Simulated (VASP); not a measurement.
Wanted: the native input for a VASP 6.6.1 run.

| Property | Result |
| --- | --- |
| Task | single point |
| Functional | PBE-based screened hybrid with 10 % exact exchange |
| Potentials or basis | VASP PAW PBE potentials, release 64 (I, K_sv) |
| Cutoff | 520 eV |
| k mesh | 4 × 4 × 4 |
| Occupations | fermi-dirac, width 0.05 eV |
| Spin | no spin polarisation |
| Dipole correction | no |
| Grid for exact exchange (PRECFOCK) | Normal |
| Share of exact exchange | 0.1 |
| Further INCAR settings | ALGO = Normal; EDIFF = 1e-06; NBANDS = 15 |
| Screening parameter | 0.20787 1/Å |

The system is KI.

```xyz
2
Lattice="0.0000 3.5328 3.5328 3.5328 0.0000 3.5328 3.5328 3.5328 0.0000" Properties=species:S:1:pos:R:3 pbc="T T T"
I     3.5328    3.5328    3.5328
K     0.0000    0.0000    0.0000
```

One way to write it, as run:

POSCAR

```
KI
1.0
    0.0000000000      3.5327750000      3.5327750000
    3.5327750000      0.0000000000      3.5327750000
    3.5327750000      3.5327750000      0.0000000000
I K
1 1
Direct
    0.5000000000      0.5000000000      0.5000000000
    0.0000000000      0.0000000000      0.0000000000
```

INCAR.step1

```
PREC = Accurate
ENCUT = 520
EDIFF = 1E-5
ISMEAR = -1
SIGMA = 0.05
LREAL = F
LASPH = T
NELM = 100
ALGO = Normal
ISIF = 2
LWAVE = T
NBANDS = 15
GGA = PE
```

INCAR.step2

```
PREC = Accurate
ENCUT = 520
EDIFF = 1E-6
ISMEAR = -1
SIGMA = 0.05
LREAL = F
LASPH = T
NELM = 100
ALGO = Normal
ISIF = 2
LWAVE = F
LCHARG = T
GGA = PE
LHFCALC = T
AEXX = 0.1
HFSCREEN = 0.2078699
PRECFOCK = Normal
LELF = T
LVHAR = T
NBANDS = 15
ISTART = 1
```

KPOINTS

```
regular mesh
0
Gamma
  4 4 4
```

Potentials or basis: VASP PAW PBE potentials, release 64 (I, K_sv).

Run with:

```console
$ cat potpaw_PBE.64/I/POTCAR potpaw_PBE.64/K_sv/POTCAR > POTCAR
$ cp INCAR.step1 INCAR
$ mpirun -np 1 vasp_std > vasp.out
$ cp INCAR.step2 INCAR
$ mpirun -np 1 vasp_std > vasp.out
```

Results of the run:

- Pressure: 0.5 GPa
- Band gap on the k mesh: 4.35 eV

Caveat: the PAW data sets were made with another functional, which shifts forces and pressure a little; spin-orbit coupling is left out, which moves the levels of the heavy elements.

Run time: 4.2 min on 1 thread of Intel(R) Xeon(R) Platinum 8488C (Sapphire Rapids) (shared host), peak memory 0.34 GiB.
